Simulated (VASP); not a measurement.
# HgTe (Cmcm) in VASP: notebook, part 2 of 2

VASP 6.6.1.

### Step 3. Single point, PBE

This run uses another cell than the first one, of 30.68 Å³/atom, 1.020 times its volume.

File INCAR:

```
PREC = Accurate
ENCUT = 520
EDIFF = 1E-6
ISMEAR = -1
SIGMA = 0.05
LREAL = F
LASPH = T
NELM = 60
ALGO = Normal
ISIF = 2
LWAVE = F
LCHARG = F
GGA = PE
NBANDS = 26
```

File KPOINTS:

```
regular mesh
0
Gamma
  6 6 5
```

File POSCAR:

```
HgTe
1.0
    3.0123365776     -3.4898894638      0.0000000000
    3.0123365776      3.4898894638      0.0000000000
    0.0000000000      0.0000000000      5.8365565098
Hg Te
2 2
Direct
    0.6569500000      0.3430500000      0.2500000000
    0.3430500000      0.6569500000      0.7500000000
    0.2151910000      0.7848090000      0.2500000000
    0.7848090000      0.2151910000      0.7500000000
```

Potentials or basis: VASP PAW PBE potentials, release 64 (Hg, Te).

Run with:

```
> cat potpaw_PBE.64/Hg/POTCAR potpaw_PBE.64/Te/POTCAR > POTCAR
> mpirun -np 1 vasp_std > vasp.out
```

OUTCAR:

```text
PREC = Accurate
   ENCUT = 520
   EDIFF = 1E-6
   ISMEAR = -1
   LREAL = F
   LASPH = T
   NELM = 60
   ISIF = 2
   GGA = PE

 ion  position               nearest neighbor table
   1  0.657  0.343  0.250-   3 3.04   3 3.04   4 3.05   4 3.05   3 3.08   2 3.65   2 3.65
   2  0.343  0.657  0.750-   4 3.04   4 3.04   3 3.05   3 3.05   4 3.08   1 3.65   1 3.65
   3  0.215  0.785  0.250-   1 3.04   1 3.04   2 3.05   2 3.05   1 3.08
   4  0.785  0.215  0.750-   2 3.04   2 3.04   1 3.05   1 3.05   2 3.08

  LATTYP: Found a base centered orthorhombic cell.
 ALAT       =     6.0246731552
 B/A-ratio  =     1.1585323797
 C/A-ratio  =     0.9687756264

  Lattice vectors:

 A1 = (   3.0123365776,  -3.4898894638,   0.0000000000)
 A2 = (   3.0123365776,   3.4898894638,   0.0000000000)
 A3 = (   0.0000000000,   0.0000000000,   5.8365565098)

Analysis of symmetry for initial positions (statically):
=====================================================================
 Subroutine PRICEL returns:
 Original cell was already a primitive cell.

 Routine SETGRP: Setting up the symmetry group for a
 base centered orthorhombic supercell.

 Subroutine GETGRP returns: Found  8 space group operations
 (whereof  4 operations were pure point group operations)
 out of a pool of  8 trial point group operations.

The static configuration has the point symmetry C_2h.
 The point group associated with its full space group is D_2h.

Analysis of symmetry for dynamics (positions and initial velocities):
=====================================================================
 Subroutine PRICEL returns:
 Original cell was already a primitive cell.

 Routine SETGRP: Setting up the symmetry group for a
 base centered orthorhombic supercell.

 Subroutine GETGRP returns: Found  8 space group operations
 (whereof  4 operations were pure point group operations)
 out of a pool of  8 trial point group operations.

The dynamic configuration has the point symmetry C_2h.
 The point group associated with its full space group is D_2h.

 Subroutine INISYM returns: Found  8 space group operations
 (whereof  4 operations are pure point group operations),
 and found     1 'primitive' translations

----------------------------------------------------------------------------------------

                                     Primitive cell

  volume of cell :     122.7162

  direct lattice vectors                    reciprocal lattice vectors
     3.012336578 -3.489889464  0.000000000     0.165984108 -0.143271013  0.000000000
     3.012336578  3.489889464  0.000000000     0.165984108  0.143271013  0.000000000
     0.000000000  0.000000000  5.836556510     0.000000000  0.000000000  0.171333902

  length of vectors
     4.610151855  4.610151855  5.836556510     0.219265381  0.219265381  0.171333902

  position of ions in fractional coordinates (direct lattice)
     0.656950000  0.343050000  0.250000000
     0.343050000  0.656950000  0.750000000
     0.215191000  0.784809000  0.250000000
     0.784809000  0.215191000  0.750000000

  ion indices of the primitive-cell ions
   primitive index   ion index
                 1           1
                 2           2
                 3           3
                 4           4

[... 24 lines left out ...]
 Found     39 irreducible k-points:

 Following reciprocal coordinates:
            Coordinates               Weight
  0.000000  0.000000  0.000000      1.000000
  0.166667  0.000000  0.000000      4.000000
  0.333333 -0.000000  0.000000      4.000000
  0.500000 -0.000000  0.000000      2.000000
  0.166667  0.166667  0.000000      2.000000
  0.333333  0.166667  0.000000      4.000000
[... 16 lines left out ...]
  0.333333  0.333333  0.200000      4.000000
  0.500000  0.333333  0.200000      8.000000
 [... further k-points ...]
   k-points           NKPTS =     39   k-points in BZ     NKDIM =     39   number of bands    NBANDS=     26
   number of dos      NEDOS =    301   number of ions     NIONS =      4
   total plane-waves  NPLWV =  62208
   dimension x,y,z NGX =    36 NGY =   36 NGZ =   48
   dimension x,y,z NGXF=    72 NGYF=   72 NGZF=   96
   ions per type =               2   2
   NGX,Y,Z   is equivalent  to a cutoff of  12.98, 12.98, 13.67 a.u.
   NGXF,Y,Z  is equivalent  to a cutoff of  25.96, 25.96, 27.34 a.u.
 SYSTEM =  unknown system
   PREC   = accura    normal or accurate (medium, high low for compatibility)
   ISTART =      0    job   : 0-new  1-cont  2-samecut
   ICHARG =      2    charge: 1-file 2-atom 10-const
   ISPIN  =      1    spin polarized calculation?
   LNONCOLLINEAR =      F non collinear calculations
   LSORBIT =      F    spin-orbit coupling
   LASPH  =      T    aspherical Exc in radial PAW
   ENCUT  =  520.0 eV  38.22 Ry    6.18 a.u.   8.57  8.57 10.85*2*pi/ulx,y,z
   NELM   =     60;   NELMIN=  2; NELMDL= -5     # of ELM steps
   EDIFF  = 0.1E-05   stopping-criterion for ELM
   LREAL  =      F    real-space projection
   EDIFFG = 0.1E-04   stopping-criterion for IOM
   NSW    =      0    number of steps for IOM
   IBRION =     -1    ionic relax: 0-MD 1-quasi-New 2-CG
   NFREE  =      0    steps in history (QN), initial steepest desc. (CG)
   ISIF   =      2    stress and relaxation
   ISYM   =      2    0-nonsym 1-usesym 2-fastsym
   POTIM  = 0.5000    time-step for ionic-motion
   TEBEG  =    0.0;   TEEND  =   0.0 temperature during run
   PSTRESS=    0.0 pullay stress
   NELECT =      36.0000    total number of electrons
   NUPDOWN=      -1.0000    fix difference up-down
   EMIN   =  10.00;   EMAX   =-10.00  energy-range for DOS
   EFERMI =   0.00;   METHOD = LEGACY
   ISMEAR =    -1;   SIGMA  =   0.05  broadening in eV -4-tet -1-fermi 0-gaus
   EFERMI_NEDOS =   21; number of points for ismear=-14 and -15
   IALGO  =     38    algorithm
   IMIX   =      4    mixing-type and parameters
     AMIX     =   0.40;   BMIX     =  1.00
     AMIX_MAG =   1.60;   BMIX_MAG =  1.00
  volume/ion in A,a.u.               =      30.68       207.03
  Fermi-wavevector in a.u.,A,eV,Ry     =   1.087782  2.055609 16.099350  1.183269
  Thomas-Fermi vector in A             =   2.223949
   LORBIT       =      0    0 simple, 1 ext, 2 COOP (PROOUT), +10 PAW based schemes
   GGA     = PE    functional components
   LHFCALC =     F    Hartree Fock is set to
   AEXX    =    0.0000 exact exchange contribution
   IVDW    =     0    specifies the selected vdW correction
   LEPSILON=     F    determine dielectric tensor
   LRPA    =     F    only Hartree local field effects (RPA)
 non-spin polarized calculation
  energy-cutoff  :      520.00
  volume of cell :      122.72
 maximum number of plane-waves:      3330
 NGX is ok and might be reduce to    36
   NGX = 17   NGY = 17   NGZ = 21

 number of electron      35.9999998 magnetization

 Free energy of the ion-electron system (eV)
  ---------------------------------------------------
  ext. energy  EPLUGINS =         0.00000000
  ---------------------------------------------------
  free energy    TOTEN  =        -6.62556535 eV

  energy without entropy =       -6.61183903  energy(sigma->0) =       -6.61870219

 E-fermi :   3.6135     XC(G=0):  -9.4842

 val. band max:        3.5777525090   @ k =   0.5000   0.3333   0.0000
 cond. band min:       3.6684556758   @ k =   0.3333   0.1667   0.4000
 fundamental gap:      0.0907031668
 Fermi energy:         3.6135021408

 k-point     1 :       0.0000    0.0000    0.0000
  band No.  band energies     occupation
      1      -8.0316      2.00000
      2      -6.9835      2.00000
      3      -3.0786      2.00000
      4      -2.9910      2.00000
      5      -2.9613      2.00000
      6      -2.9090      2.00000
[... 685 lines left out ...]
     25      11.4781      0.00000
     26      11.7222      0.00000

 [... further k-points ...]

------------------------ aborting loop because EDIFF is reached ----------------------------------------

  FORCE on cell =-STRESS in cart. coord.  units (eV):
  Direction    XX          YY          ZZ          XY          YZ          ZX
  --------------------------------------------------------------------------------------
  -------------------------------------------------------------------------------------
  Total       -0.8311732     -0.5505808     -0.8909635      0.0000000      0.0000000      0.0000000
  in kB      -10.8517616     -7.1883600    -11.6323820      0.0000000      0.0000000      0.0000000
  external PRESSURE =      -9.8908345 kB  Pullay stress =       0.0000000 kB

 VOLUME and BASIS-vectors are now :
 -----------------------------------------------------------------------------
  energy-cutoff  :      520.00
  volume of cell :      122.72
      direct lattice vectors                 reciprocal lattice vectors
     3.012336578 -3.489889464  0.000000000     0.165984108 -0.143271013  0.000000000
     3.012336578  3.489889464  0.000000000     0.165984108  0.143271013  0.000000000
     0.000000000  0.000000000  5.836556510     0.000000000  0.000000000  0.171333902

 POSITION                                       TOTAL-FORCE (eV/Angst)
 -----------------------------------------------------------------------------------
      3.01234     -1.09548      1.45914         0.000000     -0.016004      0.000000
      3.01234      1.09548      4.37742         0.000000      0.016004     -0.000000
      3.01234      1.98790      1.45914         0.000000     -0.137988      0.000000
      3.01234     -1.98790      4.37742         0.000000      0.137988      0.000000
 -----------------------------------------------------------------------------------
    total drift:                               -0.000000      0.000000     -0.000000

  FREE ENERGIE OF THE ION-ELECTRON SYSTEM (eV)
  ---------------------------------------------------
  free  energy   TOTEN  =        -6.6255653462 eV

  energy  without entropy=       -6.6118390307  energy(sigma->0) =       -6.61870219
```

stdout:

```text
POSCAR found type information on POSCAR HgTe
 POSCAR found :  2 types and       4 ions
 scaLAPACK will be used
 LDA part: xc-table for (Slater+PW92), standard interpolation
 POSCAR, INCAR and KPOINTS ok, starting setup
 FFT: planning ... GRIDC
 FFT: planning ... GRID_SOFT
 FFT: planning ... GRID
 WAVECAR not read
 entering main loop
```

It took 74 s on 1 thread of Intel Xeon Platinum 8259CL at 2.50GHz (Skylake/Cascade Lake), shared host; peak memory 0.3 GiB.

Results:

* Free energy: -6.6256 eV
* Pressure: -1.0 GPa
* Largest force: 0.138 eV/Å
* Band gap on the k mesh: zero (band 18 reaches 3.97 eV, above the bottom of band 19 at 2.02 eV)

Forces on the atoms (eV/Å):
```
Hg   0.000 -0.016  0.000
Hg   0.000  0.016  0.000
Te   0.000 -0.138  0.000
Te   0.000  0.138  0.000
```

Levels at points of the mesh, in eV from the Fermi level:
| k point | band 16 | band 17 | band 18 | band 19 | band 20 | band 21 |
| --- | --- | --- | --- | --- | --- | --- |
| (0.00, 0.00, 0.00) | -2.37 | -0.90 | -0.39 | -0.33 | -0.06 | 4.23 |
| (0.50, 0.00, 0.00) | -1.80 | -0.77 | -0.44 | 1.48 | 2.49 | 3.01 |
| (0.50, 0.50, 0.00) | -1.86 | -1.64 | -1.63 | -1.60 | -1.29 | 3.40 |

Caveat: spin-orbit coupling is left out, which moves the levels of the heavy elements.

### Step 4. Single point, PBE

This run uses another cell than the first one, of 31.28 Å³/atom, 1.040 times its volume.

File INCAR:

```
SYSTEM = HgTe
PREC = Accurate ; ENCUT = 520
EDIFF = 1E-6 ; ISMEAR = -1
SIGMA = 0.05 ; LREAL = .False.
LASPH = .True. ; NELM = 100
ALGO = Normal ; ISIF = 2
LWAVE = .False. ; LCHARG = .False.
GGA = PE ; NBANDS = 26
```

File KPOINTS:

```
regular mesh
0
Gamma
  6 6 5
  0 0 0
```

File POSCAR:

```
HgTe
1.0
    3.0318977528     -3.5125517187      0.0000000000
    3.0318977528      3.5125517187      0.0000000000
    0.0000000000      0.0000000000      5.8744572894
Hg Te
2 2
Direct
    0.6569500000      0.3430500000      0.2500000000
    0.3430500000      0.6569500000      0.7500000000
    0.2151910000      0.7848090000      0.2500000000
    0.7848090000      0.2151910000      0.7500000000
```

Run with:

```
> cat potpaw_PBE.64/Hg/POTCAR potpaw_PBE.64/Te/POTCAR > POTCAR
> mpirun -np 1 vasp_std > vasp.out
```

Wall time 74 s (1 thread of Intel Xeon Platinum 8259CL at 2.50GHz (Skylake/Cascade Lake), shared host); peak memory 0.31 GiB.

The run converged. Its results:

```yaml
Free_energy: -6.6062 eV
Pressure: -1.7 GPa
Largest_force: 0.185 eV/Å
Band_gap_on_the_k_mesh: zero (band 18 reaches 3.75 eV, above the bottom of band 19 at 1.87 eV)
```

Forces on the atoms (eV/Å):
```
Hg   0.000 -0.004  0.000
Hg   0.000  0.004  0.000
Te   0.000 -0.185  0.000
Te   0.000  0.185  0.000
```

Stress tensor (GPa, compression positive):
```
-1.87  0.00  0.00
 0.00 -1.26  0.00
 0.00  0.00 -1.93
```

Levels at points of the mesh, in eV from the Fermi level:
| k point | band 16 | band 17 | band 18 | band 19 | band 20 | band 21 |
| --- | --- | --- | --- | --- | --- | --- |
| (0.00, 0.00, 0.00) | -2.31 | -0.87 | -0.40 | -0.32 | -0.06 | 4.25 |
| (0.50, 0.00, 0.00) | -1.76 | -0.75 | -0.43 | 1.46 | 2.43 | 3.02 |
| (0.50, 0.50, 0.00) | -1.85 | -1.58 | -1.58 | -1.54 | -1.26 | 3.43 |

Caveat: spin-orbit coupling is left out, which moves the levels of the heavy elements.

### Step 5. Single point, PBE

This run uses another cell than the first one, of 31.88 Å³/atom, 1.060 times its volume.

File INCAR:

```
PREC = Accurate
ENCUT = 520
EDIFF = 1E-6
ISMEAR = -1
SIGMA = 0.05
LREAL = F
LASPH = T
NELM = 100
ALGO = Normal
ISIF = 2
LWAVE = F
LCHARG = T
GGA = PE
LELF = T
LVHAR = T
NBANDS = 26
```

File KPOINTS:

```
regular mesh
0
Gamma
  6 6 5
```

File POSCAR:

```
HgTe
1.0
    3.0512097241     -3.5349252628      0.0000000000
    3.0512097241      3.5349252628      0.0000000000
    0.0000000000      0.0000000000      5.9118752236
Hg Te
2 2
Direct
    0.6569500000      0.3430500000      0.2500000000
    0.3430500000      0.6569500000      0.7500000000
    0.2151910000      0.7848090000      0.2500000000
    0.7848090000      0.2151910000      0.7500000000
```

Potentials or basis: VASP PAW PBE potentials, release 64 (Hg, Te).

Run with:

```
> cat potpaw_PBE.64/Hg/POTCAR potpaw_PBE.64/Te/POTCAR > POTCAR
> mpirun -np 1 vasp_std > vasp.out
```

OUTCAR:

```text
PREC = Accurate
   ENCUT = 520
   EDIFF = 1E-6
   ISMEAR = -1
   LREAL = F
   LASPH = T
   NELM = 100
   ISIF = 2
   GGA = PE

 ion  position               nearest neighbor table
   1  0.657  0.343  0.250-   3 3.08   3 3.08   4 3.09   4 3.09   3 3.12   2 3.70   2 3.70
   2  0.343  0.657  0.750-   4 3.08   4 3.08   3 3.09   3 3.09   4 3.12   1 3.70   1 3.70
   3  0.215  0.785  0.250-   1 3.08   1 3.08   2 3.09   2 3.09   1 3.12
   4  0.785  0.215  0.750-   2 3.08   2 3.08   1 3.09   1 3.09   2 3.12

  LATTYP: Found a base centered orthorhombic cell.
[... 898 lines left out ...]
  --------------------------------------------------------------------------------------
  -------------------------------------------------------------------------------------
  Total       -2.0354354     -1.3753752     -2.0648907      0.0000000      0.0000000      0.0000000
  in kB      -25.5717448    -17.2792239    -25.9417998      0.0000000      0.0000000      0.0000000
  external PRESSURE =     -22.9309228 kB  Pullay stress =       0.0000000 kB

 VOLUME and BASIS-vectors are now :
 -----------------------------------------------------------------------------
  energy-cutoff  :      520.00
  volume of cell :      127.53
      direct lattice vectors                 reciprocal lattice vectors
     3.051209724 -3.534925263  0.000000000     0.163869431 -0.141445706  0.000000000
     3.051209724  3.534925263  0.000000000     0.163869431  0.141445706  0.000000000
     0.000000000  0.000000000  5.911875224     0.000000000  0.000000000  0.169151067

 POSITION                                       TOTAL-FORCE (eV/Angst)
 -----------------------------------------------------------------------------------
      3.05121     -1.10961      1.47797         0.000000      0.007115     -0.000000
      3.05121      1.10961      4.43391         0.000000     -0.007115     -0.000000
      3.05121      2.01356      1.47797         0.000000     -0.226818      0.000000
      3.05121     -2.01356      4.43391         0.000000      0.226818     -0.000000
 -----------------------------------------------------------------------------------
    total drift:                               -0.000000      0.000000     -0.000000

  FREE ENERGIE OF THE ION-ELECTRON SYSTEM (eV)
  ---------------------------------------------------
  free  energy   TOTEN  =        -6.5770977179 eV

  energy  without entropy=       -6.5626267090  energy(sigma->0) =       -6.56986221
```

stdout:

```text
POSCAR found type information on POSCAR HgTe
 POSCAR found :  2 types and       4 ions
 scaLAPACK will be used
 LDA part: xc-table for (Slater+PW92), standard interpolation
 POSCAR, INCAR and KPOINTS ok, starting setup
 FFT: planning ... GRIDC
 FFT: planning ... GRID_SOFT
 FFT: planning ... GRID
 WAVECAR not read
 entering main loop
```

Wall time 75 s (1 thread of Intel Xeon Platinum 8259CL at 2.50GHz (Skylake/Cascade Lake), shared host); peak memory 0.3 GiB.

What came out:

* Free energy: -6.5771 eV
* Pressure: -2.3 GPa
* Largest force: 0.227 eV/Å
* Band gap on the k mesh: zero (band 18 reaches 3.55 eV, above the bottom of band 19 at 1.74 eV)

Forces on the atoms (eV/Å):
```
Hg   0.000  0.007  0.000
Hg   0.000 -0.007  0.000
Te   0.000 -0.227  0.000
Te   0.000  0.227  0.000
```

Stress tensor (GPa, compression positive):
```
-2.56  0.00  0.00
 0.00 -1.73  0.00
 0.00  0.00 -2.59
```

Caveat: spin-orbit coupling is left out, which moves the levels of the heavy elements.

### Step 6. Single point, PBE

This run uses another cell than the first one, of 28.27 Å³/atom, 0.940 times its volume.

File INCAR:

```
PREC = Accurate ; ENCUT = 520
EDIFF = 1E-6 ; ISMEAR = -1
SIGMA = 0.05 ; LREAL = False
LASPH = True ; NELM = 80
ALGO = Normal ; ISIF = 2
LWAVE = False ; LCHARG = True
GGA = PE ; LELF = True
LVHAR = True ; NBANDS = 26
```

KPOINTS is that of step 5.

File POSCAR:

```
HgTe
1.0
    2.9314290629     -3.3961554883      0.0000000000
    2.9314290629      3.3961554883      0.0000000000
    0.0000000000      0.0000000000      5.6797940534
Hg Te
2 2
Direct
    0.6569500000      0.3430500000      0.2500000000
    0.3430500000      0.6569500000      0.7500000000
    0.2151910000      0.7848090000      0.2500000000
    0.7848090000      0.2151910000      0.7500000000
```

Potentials or basis: VASP PAW PBE potentials, release 64 (Hg, Te).

Run with:

```
> cat potpaw_PBE.64/Hg/POTCAR potpaw_PBE.64/Te/POTCAR > POTCAR
> mpirun -np 1 vasp_std > vasp.out
```

It took 72 s on 1 thread of Intel Xeon Platinum 8259CL at 2.50GHz (Skylake/Cascade Lake), shared host; peak memory 0.28 GiB.

The run converged. Its results:

- Free energy: -6.5743 eV
- Pressure: 2.9 GPa
- Largest force: 0.099 eV/Å
- Band gap on the k mesh: zero (band 18 reaches 4.95 eV, above the bottom of band 19 at 2.65 eV)

Forces on the atoms (eV/Å):
```
Hg   0.000 -0.072  0.000
Hg   0.000  0.072  0.000
Te   0.000  0.099  0.000
Te   0.000 -0.099  0.000
```

Stress tensor (GPa, compression positive):
```
3.22 0.00 0.00
0.00 2.40 0.00
0.00 0.00 3.18
```

Levels at points of the mesh, in eV from the Fermi level:
```
           k point  band 14  band 15  band 16  band 17  band 18  band 19  band 20  band 21  band 22  band 23
(0.00, 0.00, 0.00)    -2.68    -2.65    -2.58    -1.04    -0.34    -0.27    -0.04     4.13     5.26     6.34
(0.50, 0.00, 0.00)    -3.86    -2.56    -1.98    -0.81    -0.52     1.57     2.61     3.09     4.71     5.24
(0.50, 0.50, 0.00)    -4.31    -2.15    -1.88    -1.88    -1.85    -1.83    -1.44     3.25     5.31     7.34
```

Caveat: spin-orbit coupling is left out, which moves the levels of the heavy elements.

### Step 7. Summary

| level | cell | k mesh | smearing | gap on the mesh (eV) | pressure (GPa) | largest force (eV/Å) |
| --- | --- | --- | --- | --- | --- | --- |
| PBEsol | a = 4.580, b = 4.580, c = 5.798 Å, angles 90.0, 90.0, 98.4°, 4 atoms | 4 × 4 × 3 | fermi-dirac 0.03 eV | none | -3.0 | 0.03 |
| PBE | a = 4.610, b = 4.610, c = 5.837 Å, angles 90.0, 90.0, 98.4°, 4 atoms | 6 × 6 × 5 | fermi-dirac 0.05 eV | none | -1.0 | 0.14 |
| PBE | a = 4.640, b = 4.640, c = 5.874 Å, angles 90.0, 90.0, 98.4°, 4 atoms | 6 × 6 × 5 | fermi-dirac 0.05 eV | none | -1.7 | 0.18 |
| PBE | a = 4.670, b = 4.670, c = 5.912 Å, angles 90.0, 90.0, 98.4°, 4 atoms | 6 × 6 × 5 | fermi-dirac 0.05 eV | none | -2.3 | 0.23 |
| PBE | a = 4.486, b = 4.486, c = 5.680 Å, angles 90.0, 90.0, 98.4°, 4 atoms | 6 × 6 × 5 | fermi-dirac 0.05 eV | none | 2.9 | 0.10 |

Alike in all rows: task single point; potentials or basis VASP PAW PBE potentials, release 64 (Hg, Te); no spin polarisation; cutoff (eV) 520.

Caveats: some runs use coarse meshes; spin-orbit coupling is left out, which moves the levels of the heavy elements; the PAW data sets were made with another functional, which shifts forces and pressure a little (some runs).

Total energies depend on the potentials used, so only differences within one code and one set of settings carry meaning.
